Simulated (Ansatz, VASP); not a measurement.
**HgP: VASP beside Ansatz**

The input POSCAR:

```
HgP
1.0
    0.0000000000      2.9498597025      2.9498597025
    2.9498597025      0.0000000000      2.9498597025
    2.9498597025      2.9498597025      0.0000000000
Hg P
1 1
Direct
    0.0000000000      0.0000000000      0.0000000000
    0.2500000000      0.2500000000      0.2500000000
```

INCAR.step1

```
ALGO = Normal
EDIFF = 1E-4
ENCUT = 520
GGA = PE
ISMEAR = 0
LASPH = True
LCHARG = False
LREAL = False
LWAVE = True
NBANDS = 16
NELM = 80
PREC = Accurate
SIGMA = 0.05
```

Contents of INCAR.step2:

```
ALGO = Normal
EDIFF = 1E-6
ENCUT = 520
ISIF = 2
ISMEAR = 0
ISTART = 1
LASPH = True
LCHARG = True
LELF = True
LMIXTAU = True
LREAL = False
LVHAR = True
LWAVE = False
METAGGA = R2SCAN
NBANDS = 16
NELM = 80
PREC = Accurate
SIGMA = 0.05
```

Contents of KPOINTS:

```
k-points
0
Gamma
  10 10 10
```

Input for Ansatz:

```yaml
crystal:
  lattice:
    - [0.0, 2.9498597025, 2.9498597025]
    - [2.9498597025, 0.0, 2.9498597025]
    - [2.9498597025, 2.9498597025, 0.0]
  atoms:
    - { symbol: Hg, position: [0.0, 0.0, 0.0] }
    - { symbol: P, position: [0.25, 0.25, 0.25] }
basis:
  ecutwfc: 500
  ecutrho_ratio: 4
kpoints:
  mp_grid: { grid: [10, 10, 10] }
hamiltonian:
  xc: r2scan
scf:
  occupations: { method: gaussian, width: 0.05 }
output:
  forces: true
  stress: true
  eigenvalues: true
  write_density: true
  write_potential: true
  elf: true
  volumetric_format: npy
```

Alike in both runs: task single point; functional r2SCAN; k mesh 10 × 10 × 10; occupations gaussian, width 0.05 eV; no spin polarisation.

|  | VASP | Ansatz |
| --- | --- | --- |
| version | VASP 6.6.1 | Ansatz 0.2.0 |
| potentials or method | VASP PAW PBE potentials, release 64 (Hg, P), cutoff 520 eV | scalar-relativistic, plane waves, PAW |
| valence electrons in the cell | 17 | 25 |

```csv
,VASP,Ansatz,Ansatz less VASP
gap on the k mesh at the Fermi level (eV),none,none,-
pressure (GPa),-2.1,-2.3,-0.15
```

VASP's potentials were made for PBE, not for r2SCAN. A gap of «none» marks a metal or a gap that the smearing closes. VASP's potentials hold 17 valence electrons a cell and Ansatz's 25, so a difference there can come from the potentials and not from the codes.

Spin-orbit coupling is off throughout.
